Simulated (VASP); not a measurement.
Zn3BiO:

```xyz
5
Lattice="5.0373 0.0000 0.0000 -2.5187 4.3625 0.0000 0.0000 0.0000 4.4067" Properties=species:S:1:pos:R:3 pbc="T T T"
Zn    1.8286    0.0000    0.0000
Zn   -0.9143    1.5836    0.0000
Zn    1.6044    2.7789    0.0000
Bi    0.0000    0.0000    2.2033
O     0.0000    0.0000    0.0000
```

The cell was built from a structure type or drawn by symmetry, and may not be a known phase.

| Quantity | Value |
| --- | --- |
| Program | VASP 6.6.1 |
| Task | relaxation of cell and atoms |
| Functional | PBE |
| Potentials or basis | VASP PAW PBE potentials, release 64 (Zn, Bi_d, O) |
| Cutoff | 600 eV |
| k mesh | 6 × 6 × 4 |
| Occupations | gaussian, width 0.1 eV |
| Spin | no spin polarisation |

At the start: pressure 17.3 GPa; volume 19.37 Å³/atom.

Problem. How do energy, volume and symmetry change on relaxing?

Solution. Over 10 steps the energy falls by 375.0 meV/atom and the volume is 21.29 Å³/atom (+9.9 %); space group P-62m (No. 189, to 0.1 Å) before and after.

The path:
| step | energy change (eV) | largest force (eV/Å) | pressure (GPa) | volume (Å³) |
| --- | --- | --- | --- | --- |
| 1 | 0.0000 | 3.8113 | 17.26 | 96.84 |
| 2 | -1.3494 | 0.2850 | -6.29 | 128.81 |
| 3 | -1.6226 | 0.4704 | -2.10 | 116.67 |
| 4 | -1.7642 | 0.4718 | -1.19 | 112.75 |
| 5 | -1.8318 | 0.4667 | 0.51 | 108.27 |
| 6 | -1.8319 | 0.4652 | 0.68 | 107.95 |
| 7 | -1.8628 | 0.1491 | -0.19 | 108.31 |
| 8 | -1.8661 | 0.0232 | -0.53 | 108.48 |
| 9 | -1.8740 | 0.0143 | -0.08 | 107.11 |
| 10 | -1.8749 | 0.0112 | 0.18 | 106.44 |

Final structure:
```xyz
5
Lattice="4.9908 0.0000 0.0000 -2.4954 4.3222 0.0000 0.0000 0.0000 4.9344" Properties=species:S:1:pos:R:3 pbc="T T T"
Zn    2.0507    0.0000    0.0000
Zn   -1.0253    1.7759    0.0000
Zn    1.4701    2.5462    0.0000
Bi    4.9908    0.0000    2.4672
O     4.9908    0.0000    0.0000
```

Caveat: an odd number of electrons without spin polarisation forces a metal; a magnetic or distorted state may lie lower.
